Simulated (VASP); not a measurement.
A run of VASP 6.6.1 is set up as follows.

Contents of INCAR:

```
SYSTEM = C
PREC = Accurate ; ENCUT = 600
EDIFF = 1E-7 ; ISMEAR = -1
SIGMA = 0.08 ; LREAL = .FALSE.
LASPH = .TRUE. ; NELM = 100
ALGO = Normal ; ISIF = 3
LWAVE = .FALSE. ; LCHARG = .FALSE.
GGA = PE ; IBRION = 2
NSW = 60 ; EDIFFG = -0.005
PSTRESS = 1900.0
```

File KPOINTS:

```
Automatic mesh
0
G
  19 19 19
  0 0 0
```

File POSCAR:

```
C
1.0
    0.0000000000      1.6889222216      1.6889222216
    1.6889222216      0.0000000000      1.6889222216
    1.6889222216      1.6889222216      0.0000000000
C
2
Direct
   -0.1250000000     -0.1250000000     -0.1250000000
    0.1250000000      0.1250000000      0.1250000000
```

Potentials or basis: VASP PAW PBE potentials, release 64 (C).

Run with:

```sh
$ cat potpaw_PBE.64/C/POTCAR > POTCAR
$ mpirun -np 1 vasp_std > vasp.out
```

Question: Predict the band gap on the k mesh.

Answer: 4.76 eV, indirect (least direct gap 6.33 eV).

Question: What does it give for the relaxed cell?

Answer: a = 2.309 Å, b = 2.309 Å, c = 2.309 Å, α = 60.00°, β = 60.00°, γ = 60.00°.

Question: Estimate the space group after relaxing (to 0.05 Å).

Answer: Fd-3m (No. 227).

The path:
```csv
step,energy change (eV),largest force (eV/Å),pressure (GPa),volume (Å³)
1,0.0000,0.0000,98.74,9.64
2,6.9707,0.0000,734.89,6.29
3,0.6855,0.0000,176.03,8.82
4,0.7960,0.0000,187.30,8.72
5,0.8228,0.0000,190.01,8.70
```

Caveat: the cell is relaxed towards a set pressure, so the enthalpy falls and the energy may rise. A k mesh can miss the band edges.
